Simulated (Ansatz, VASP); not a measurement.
# One calculation of WC, two programs

```
W C
1.0
     0.00000    2.29154    2.07329
     2.29154    0.00000    2.07329
     2.29154    2.29154    0.00000
W C
1 1
Cartesian
  0.0000 0.0000 0.0000
  2.2915 2.2915 2.0733
```

Change from the starting cell: strain +0.050 along x and y, -0.050 along z, atoms carried along.

Alike in both runs: task single point; functional r2SCAN; k mesh 24 × 24 × 24; occupations gaussian, width 0.15 eV; no spin polarisation.

|  | VASP | Ansatz |
| --- | --- | --- |
| version | VASP 6.6.1 | Ansatz 0.2.0 |
| potentials or method | VASP PAW PBE potentials, release 64 (W_sv, C), cutoff 520 eV | scalar-relativistic, plane waves, PAW |
| valence electrons in the cell | 18 | 18 |

Ansatz gave:

| Item | Value |
| --- | --- |
| gap on the k mesh at the Fermi level (eV) | none |
| pressure (GPa) | -8.2 |
| traceless stress, the component that is largest in VASP (GPa) | 37.90 |

Question: Which values does VASP return?

Answer: gap on the k mesh at the Fermi level (eV): none; pressure (GPa): -6.8; traceless stress, the component that is largest in VASP (GPa): 37.95.

VASP's potentials were made for PBE, not for r2SCAN. A gap of «none» marks a metal or a gap that the smearing closes.

Neither program's run includes spin-orbit coupling.
